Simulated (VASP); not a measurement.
# Na (P6/mmm) in VASP: notebook

Na is run at these levels: LDA; tasks: single point.

Everything below comes from runs of VASP 6.6.1. Logs are shortened: lines on timing, memory, paths and dates and some standing lists are left out, and cuts for length are marked.

## (1) The cell of the first run

It takes space group P6/mmm (No. 191, hexagonal). The conventional cell has a = 4.630 Å, b = 4.630 Å, c = 2.748 Å, α = 90.00°, β = 90.00°, γ = 120.00°. Na (site symmetry 6/mmm) has 14 Na at 2.75 to 3.01 Å within 3.6 Å. Within 3.5 Å of Na (site symmetry -6m2) lie 11 Na at 2.67 to 3.01 Å.

This isn't the form of Na at room conditions, which is bcc.

## (2) Single point, LDA

The input, INCAR:

```
  ALGO = Normal
  EDIFF = 1E-6
  ENCUT = 520
  GGA = CA
  ISIF = 2
  ISMEAR = -1
  LASPH = True
  LCHARG = False
  LREAL = False
  LWAVE = False
  NBANDS = 18
  NELM = 60
  PREC = Accurate
  SIGMA = 0.1
```

The input, KPOINTS:

```
k-points
0
Gamma
  8 8 11
```

The input, POSCAR:

```
Na
1.0
    4.6297340373      0.0000000000      0.0000000000
   -2.3148670187      4.0094672891      0.0000000000
    0.0000000000      0.0000000000      2.7481394954
Na
3
Direct
    0.0000000000      0.0000000000      0.0000000000
    0.3333333333      0.6666666667      0.5000000000
    0.6666666667      0.3333333333      0.5000000000
```

Potentials or basis: VASP PAW LDA potentials, release 64 (Na_pv).

Started as:

```
$ cat potpaw_LDA.64/Na_pv/POTCAR > POTCAR
$ mpirun -np 1 vasp_std > vasp.out
```

OUTCAR:

```text
EDIFF = 1E-6
   ENCUT = 520
   GGA = CA
   ISIF = 2
   ISMEAR = -1
   LASPH = True
   LREAL = False
   NELM = 60
   PREC = Accurate

 ion  position               nearest neighbor table
   1  0.000  0.000  0.000-
   2  0.333  0.667  0.500-   3 2.67   3 2.67   3 2.67
   3  0.667  0.333  0.500-   2 2.67   2 2.67   2 2.67

  LATTYP: Found a hexagonal cell.
 ALAT       =     4.6297340373
 C/A-ratio  =     0.5935847444

  Lattice vectors:

 A1 = (   4.6297340373,   0.0000000000,   0.0000000000)
 A2 = (  -2.3148670187,   4.0094672891,   0.0000000000)
 A3 = (   0.0000000000,   0.0000000000,   2.7481394954)

Analysis of symmetry for initial positions (statically):
=====================================================================
 Subroutine PRICEL returns:
 Original cell was already a primitive cell.

 Routine SETGRP: Setting up the symmetry group for a
 hexagonal supercell.

 Subroutine GETGRP returns: Found 24 space group operations
 (whereof 24 operations were pure point group operations)
 out of a pool of 24 trial point group operations.

The static configuration has the point symmetry D_6h.

Analysis of symmetry for dynamics (positions and initial velocities):
=====================================================================
 Subroutine PRICEL returns:
 Original cell was already a primitive cell.

 Routine SETGRP: Setting up the symmetry group for a
 hexagonal supercell.

 Subroutine GETGRP returns: Found 24 space group operations
 (whereof 24 operations were pure point group operations)
 out of a pool of 24 trial point group operations.

The dynamic configuration has the point symmetry D_6h.

 Subroutine INISYM returns: Found 24 space group operations
 (whereof 24 operations are pure point group operations),
 and found     1 'primitive' translations

----------------------------------------------------------------------------------------

                                     Primitive cell

  volume of cell :      51.0131

  direct lattice vectors                    reciprocal lattice vectors
     4.629734037  0.000000000  0.000000000     0.215995129  0.124704846  0.000000000
    -2.314867019  4.009467289  0.000000000     0.000000000  0.249409692  0.000000000
     0.000000000  0.000000000  2.748139495     0.000000000  0.000000000  0.363882547

  length of vectors
     4.629734037  4.629734037  2.748139495     0.249409692  0.249409692  0.363882547

  position of ions in fractional coordinates (direct lattice)
     0.000000000  0.000000000  0.000000000
     0.333333333  0.666666667  0.500000000
     0.666666667  0.333333333  0.500000000

  ion indices of the primitive-cell ions
   primitive index   ion index
                 1           1
                 2           2
                 3           3

----------------------------------------------------------------------------------------

 KPOINTS: k-points

Automatic generation of k-mesh.
 Grid dimensions read from file:
 generate k-points for:    8    8   11

 Generating k-lattice:

  Cartesian coordinates                     Fractional coordinates (reciprocal lattice)
     0.026999391  0.015588106  0.000000000     0.125000000  0.000000000  0.000000000
     0.000000000  0.031176211  0.000000000     0.000000000  0.125000000  0.000000000
     0.000000000  0.000000000  0.033080232     0.000000000  0.000000000  0.090909091

  Length of vectors
     0.031176211  0.031176211  0.033080232

  Shift w.r.t. Gamma in fractional coordinates (k-lattice)
     0.000000000  0.000000000  0.000000000

 Subroutine IBZKPT returns following result:
 ===========================================

 Found     60 irreducible k-points:

 Following reciprocal coordinates:
            Coordinates               Weight
  0.000000  0.000000  0.000000      1.000000
  0.125000 -0.000000  0.000000      6.000000
  0.250000 -0.000000  0.000000      6.000000
  0.375000 -0.000000  0.000000      6.000000
  0.500000 -0.000000  0.000000      3.000000
  0.125000  0.125000  0.000000      6.000000
[... 16 lines left out ...]
  0.250000 -0.000000  0.181818     12.000000
  0.375000 -0.000000  0.181818     12.000000
 [... further k-points ...]
   k-points           NKPTS =     60   k-points in BZ     NKDIM =     60   number of bands    NBANDS=     18
   number of dos      NEDOS =    301   number of ions     NIONS =      3
   total plane-waves  NPLWV =  25920
   dimension x,y,z NGX =    36 NGY =   36 NGZ =   20
   dimension x,y,z NGXF=    72 NGYF=   72 NGZF=   40
   ions per type =               3
   NGX,Y,Z   is equivalent  to a cutoff of  12.93, 12.93, 12.10 a.u.
   NGXF,Y,Z  is equivalent  to a cutoff of  25.85, 25.85, 24.20 a.u.
 SYSTEM =  unknown system
   PREC   = accura    normal or accurate (medium, high low for compatibility)
   ISTART =      0    job   : 0-new  1-cont  2-samecut
   ICHARG =      2    charge: 1-file 2-atom 10-const
   ISPIN  =      1    spin polarized calculation?
   LNONCOLLINEAR =      F non collinear calculations
   LSORBIT =      F    spin-orbit coupling
   LASPH  =      T    aspherical Exc in radial PAW
   ENCUT  =  520.0 eV  38.22 Ry    6.18 a.u.   8.61  8.61  5.11*2*pi/ulx,y,z
   NELM   =     60;   NELMIN=  2; NELMDL= -5     # of ELM steps
   EDIFF  = 0.1E-05   stopping-criterion for ELM
   LREAL  =      F    real-space projection
   EDIFFG = 0.1E-04   stopping-criterion for IOM
   NSW    =      0    number of steps for IOM
   IBRION =     -1    ionic relax: 0-MD 1-quasi-New 2-CG
   NFREE  =      0    steps in history (QN), initial steepest desc. (CG)
   ISIF   =      2    stress and relaxation
   ISYM   =      2    0-nonsym 1-usesym 2-fastsym
   POTIM  = 0.5000    time-step for ionic-motion
   TEBEG  =    0.0;   TEEND  =   0.0 temperature during run
   PSTRESS=    0.0 pullay stress
   NELECT =      21.0000    total number of electrons
   NUPDOWN=      -1.0000    fix difference up-down
   EMIN   =  10.00;   EMAX   =-10.00  energy-range for DOS
   EFERMI =   0.00;   METHOD = LEGACY
   ISMEAR =    -1;   SIGMA  =   0.10  broadening in eV -4-tet -1-fermi 0-gaus
   EFERMI_NEDOS =   21; number of points for ismear=-14 and -15
   IALGO  =     38    algorithm
   IMIX   =      4    mixing-type and parameters
     AMIX     =   0.40;   BMIX     =  1.00
     AMIX_MAG =   1.60;   BMIX_MAG =  1.00
  volume/ion in A,a.u.               =      17.00       114.75
  Fermi-wavevector in a.u.,A,eV,Ry     =   1.217832  2.301369 20.179006  1.483115
  Thomas-Fermi vector in A             =   2.353139
   LORBIT       =      0    0 simple, 1 ext, 2 COOP (PROOUT), +10 PAW based schemes
   GGA     = CA    functional components
   LHFCALC =     F    Hartree Fock is set to
   AEXX    =    0.0000 exact exchange contribution
   IVDW    =     0    specifies the selected vdW correction
   LEPSILON=     F    determine dielectric tensor
   LRPA    =     F    only Hartree local field effects (RPA)
 non-spin polarized calculation
  energy-cutoff  :      520.00
  volume of cell :       51.01
 maximum number of plane-waves:      1402
 NGX is ok and might be reduce to    36
   NGX = 17   NGY = 17   NGZ = 11

 number of electron      20.9999983 magnetization

 Free energy of the ion-electron system (eV)
  ---------------------------------------------------
  ext. energy  EPLUGINS =         0.00000000
  ---------------------------------------------------
  free energy    TOTEN  =        -2.38891833 eV

  energy without entropy =       -2.35499868  energy(sigma->0) =       -2.37195851

 E-fermi :   3.6990     XC(G=0):  -9.3838

 val. band max:        3.6092266105   @ k =   0.3750   0.2500   0.2727
 cond. band min:       3.7250938080   @ k =   0.2500   0.2500   0.2727
 fundamental gap:      0.1158671976
 Fermi energy:         3.6989874141

 k-point     1 :       0.0000    0.0000    0.0000
  band No.  band energies     occupation
      1     -21.7239      2.00000
      2     -21.7239      2.00000
      3     -21.5319      2.00000
      4     -21.5319      2.00000
      5     -21.4185      2.00000
      6     -21.3508      2.00000
[... 10 lines left out ...]
     17      17.5590      0.00000
     18      17.5728      0.00000

 k-point     2 :       0.1250   -0.0000    0.0000
  band No.  band energies     occupation
      1     -21.7386      2.00000
      2     -21.7268      2.00000
      3     -21.5140      2.00000
      4     -21.5137      2.00000
      5     -21.4155      2.00000
      6     -21.3528      2.00000
[... 10 lines left out ...]
     17      17.6211      0.00000
     18      17.6377      0.00000

 k-point     3 :       0.2500   -0.0000    0.0000
  band No.  band energies     occupation
      1     -21.7673      2.00000
      2     -21.7209      2.00000
      3     -21.4893      2.00000
      4     -21.4760      2.00000
      5     -21.4074      2.00000
      6     -21.3583      2.00000
[... 10 lines left out ...]
     17      16.6861      0.00000
     18      17.2892      0.00000

 k-point     4 :       0.3750   -0.0000    0.0000
  band No.  band energies     occupation
      1     -21.7907      2.00000
      2     -21.6935      2.00000
      3     -21.5122      2.00000
      4     -21.4397      2.00000
      5     -21.3969      2.00000
      6     -21.3662      2.00000
[... 10 lines left out ...]
     17      14.2894      0.00000
     18      15.8356      0.00000

 k-point     5 :       0.5000   -0.0000    0.0000
  band No.  band energies     occupation
      1     -21.7993      2.00000
      2     -21.6687      2.00000
      3     -21.5442      2.00000
      4     -21.4235      2.00000
      5     -21.3902      2.00000
      6     -21.3717      2.00000
[... 10 lines left out ...]
     17      14.2899      0.00000
     18      15.6462      0.00000

 k-point     6 :       0.1250    0.1250    0.0000
  band No.  band energies     occupation
      1     -21.7559      2.00000
      2     -21.7284      2.00000
      3     -21.4950      2.00000
      4     -21.4847      2.00000
      5     -21.4100      2.00000
      6     -21.3565      2.00000
[... 10 lines left out ...]
     17      16.9516      0.00000
     18      17.7959      0.00000

 k-point     7 :       0.2500    0.1250    0.0000
  band No.  band energies     occupation
      1     -21.7757      2.00000
      2     -21.7135      2.00000
      3     -21.5039      2.00000
      4     -21.4477      2.00000
      5     -21.4006      2.00000
      6     -21.3633      2.00000
[... 10 lines left out ...]
     17      14.6942      0.00000
     18      17.2764      0.00000

 k-point     8 :       0.3750    0.1250    0.0000
  band No.  band energies     occupation
      1     -21.7888      2.00000
      2     -21.6791      2.00000
      3     -21.5516      2.00000
      4     -21.4223      2.00000
      5     -21.3908      2.00000
      6     -21.3711      2.00000
[... 10 lines left out ...]
     17      15.3193      0.00000
     18      15.7026      0.00000
[... 229 lines left out ...]
     17      14.8875      0.00000
     18      16.2055      0.00000

 k-point    20 :       0.3750    0.2500    0.0909
  band No.  band energies     occupation
      1     -21.7715      2.00000
      2     -21.6558      2.00000
      3     -21.6012      2.00000
      4     -21.4159      2.00000
      5     -21.4088      2.00000
      6     -21.4051      2.00000
[... 10 lines left out ...]
     17      15.0729      0.00000
     18      15.8211      0.00000

 k-point    21 :       0.0000    0.0000    0.1818
  band No.  band energies     occupation
      1     -21.7082      2.00000
      2     -21.7082      2.00000
      3     -21.5207      2.00000
      4     -21.5041      2.00000
      5     -21.5041      2.00000
      6     -21.4404      2.00000
[... 10 lines left out ...]
     17      13.3099      0.00000
     18      17.7149      0.00000

 k-point    22 :       0.1250   -0.0000    0.1818
  band No.  band energies     occupation
      1     -21.7198      2.00000
      2     -21.7086      2.00000
      3     -21.5224      2.00000
      4     -21.4901      2.00000
      5     -21.4899      2.00000
      6     -21.4429      2.00000
[... 10 lines left out ...]
     17      13.6304      0.00000
     18      16.5116      0.00000

 k-point    23 :       0.2500   -0.0000    0.1818
  band No.  band energies     occupation
      1     -21.7434      2.00000
      2     -21.7019      2.00000
      3     -21.5171      2.00000
      4     -21.4821      2.00000
      5     -21.4584      2.00000
      6     -21.4502      2.00000
[... 10 lines left out ...]
     17      14.5076      0.00000
     18      15.2200      0.00000

 k-point    24 :       0.3750   -0.0000    0.1818
  band No.  band energies     occupation
      1     -21.7632      2.00000
      2     -21.6810      2.00000
      3     -21.5234      2.00000
      4     -21.4922      2.00000
      5     -21.4599      2.00000
      6     -21.4278      2.00000
[... 10 lines left out ...]
     17      14.1063      0.00000
     18      14.7586      0.00000

 [... further k-points ...]

------------------------ aborting loop because EDIFF is reached ----------------------------------------

  FORCE on cell =-STRESS in cart. coord.  units (eV):
  Direction    XX          YY          ZZ          XY          YZ          ZX
  --------------------------------------------------------------------------------------
  -------------------------------------------------------------------------------------
  Total        7.0270133      7.0270133      7.0281623     -0.0000000     -0.0000000      0.0000000
  in kB      220.6987467    220.6987467    220.7348337     -0.0000000     -0.0000000      0.0000000
  external PRESSURE =     220.7107757 kB  Pullay stress =       0.0000000 kB

 VOLUME and BASIS-vectors are now :
 -----------------------------------------------------------------------------
  energy-cutoff  :      520.00
  volume of cell :       51.01
      direct lattice vectors                 reciprocal lattice vectors
     4.629734037  0.000000000  0.000000000     0.215995129  0.124704846  0.000000000
    -2.314867019  4.009467289  0.000000000     0.000000000  0.249409692  0.000000000
     0.000000000  0.000000000  2.748139495     0.000000000  0.000000000  0.363882547

 POSITION                                       TOTAL-FORCE (eV/Angst)
 -----------------------------------------------------------------------------------
      0.00000      0.00000      0.00000         0.000000      0.000000      0.000000
     -0.00000      2.67298      1.37407         0.000000      0.000000     -0.000000
      2.31487      1.33649      1.37407        -0.000000     -0.000000      0.000000
 -----------------------------------------------------------------------------------
    total drift:                                0.000000      0.000000     -0.000000

  FREE ENERGIE OF THE ION-ELECTRON SYSTEM (eV)
  ---------------------------------------------------
  free  energy   TOTEN  =        -2.3889183342 eV

  energy  without entropy=       -2.3549986826  energy(sigma->0) =       -2.37195851
```

It took 29 s on 1 thread of Intel Xeon 8259CL, shared host; peak memory 0.16 GiB.

Results:

* Free energy: -2.3889 eV
* Pressure: 22.1 GPa
* Band gap on the k mesh: zero (an odd number of electrons rules out a gap without spin polarisation)

Caveat: the cell stands under pressure.

## (3) Single point, LDA

The input, INCAR:

```
SYSTEM = Na
ALGO     = Normal         ! electronic algorithm
EDIFF    = 1E-6           ! SCF threshold, eV
ENCUT    = 520            ! plane-wave cutoff, eV
ISIF     = 2              ! what is computed and relaxed
ISMEAR   = -1             ! smearing method
LASPH    = .TRUE.         ! aspherical terms in the spheres
LCHARG   = .FALSE.        ! write CHGCAR
LREAL    = .FALSE.        ! projectors in reciprocal space
LWAVE    = .FALSE.        ! write WAVECAR
NBANDS   = 18             ! bands
NELM     = 80             ! most SCF steps
PREC     = Accurate       ! precision mode
SIGMA    = 0.1            ! smearing width, eV
```

The input, KPOINTS:

```
k-points
0
G
  8 8 11
  0 0 0
```

POSCAR is that of step 2.

Potentials or basis: VASP PAW LDA potentials, release 64 (Na_pv).

Started as:

```
$ cat potpaw_LDA.64/Na_pv/POTCAR > POTCAR
$ mpirun -np 1 vasp_std > vasp.out
```

OUTCAR:

```text
SYSTEM = Na
   EDIFF = 1E-6
   ENCUT = 520
   ISIF = 2
   ISMEAR = -1
   LASPH = .TRUE.
   LREAL = .FALSE.
   NELM = 80
   PREC = Accurate

 ion  position               nearest neighbor table
   1  0.000  0.000  0.000-
   2  0.333  0.667  0.500-   3 2.67   3 2.67   3 2.67
   3  0.667  0.333  0.500-   2 2.67   2 2.67   2 2.67

  LATTYP: Found a hexagonal cell.
 ALAT       =     4.6297340373
 C/A-ratio  =     0.5935847444

  Lattice vectors:

[... 694 lines left out ...]

  FORCE on cell =-STRESS in cart. coord.  units (eV):
  Direction    XX          YY          ZZ          XY          YZ          ZX
  --------------------------------------------------------------------------------------
  -------------------------------------------------------------------------------------
  Total        7.0270133      7.0270133      7.0281623     -0.0000000     -0.0000000      0.0000000
  in kB      220.6987467    220.6987467    220.7348337     -0.0000000     -0.0000000      0.0000000
  external PRESSURE =     220.7107757 kB  Pullay stress =       0.0000000 kB

 VOLUME and BASIS-vectors are now :
 -----------------------------------------------------------------------------
  energy-cutoff  :      520.00
  volume of cell :       51.01
      direct lattice vectors                 reciprocal lattice vectors
     4.629734037  0.000000000  0.000000000     0.215995129  0.124704846  0.000000000
    -2.314867019  4.009467289  0.000000000     0.000000000  0.249409692  0.000000000
     0.000000000  0.000000000  2.748139495     0.000000000  0.000000000  0.363882547

 POSITION                                       TOTAL-FORCE (eV/Angst)
 -----------------------------------------------------------------------------------
      0.00000      0.00000      0.00000         0.000000      0.000000      0.000000
     -0.00000      2.67298      1.37407         0.000000      0.000000     -0.000000
      2.31487      1.33649      1.37407        -0.000000     -0.000000      0.000000
 -----------------------------------------------------------------------------------
    total drift:                                0.000000      0.000000     -0.000000

  FREE ENERGIE OF THE ION-ELECTRON SYSTEM (eV)
  ---------------------------------------------------
  free  energy   TOTEN  =        -2.3889183342 eV

  energy  without entropy=       -2.3549986826  energy(sigma->0) =       -2.37195851
```

Wall time 29 s (1 thread of Intel Xeon 8259CL, shared host); peak memory 0.16 GiB.

Results:

| Quantity | Value |
| --- | --- |
| Free energy | -2.3889 eV |
| Pressure | 22.1 GPa |
| Band gap on the k mesh | zero (an odd number of electrons rules out a gap without spin polarisation) |

Caveat: the cell stands under pressure.

The gap in the log of VASP goes by the Fermi energy; the results here count the filled bands.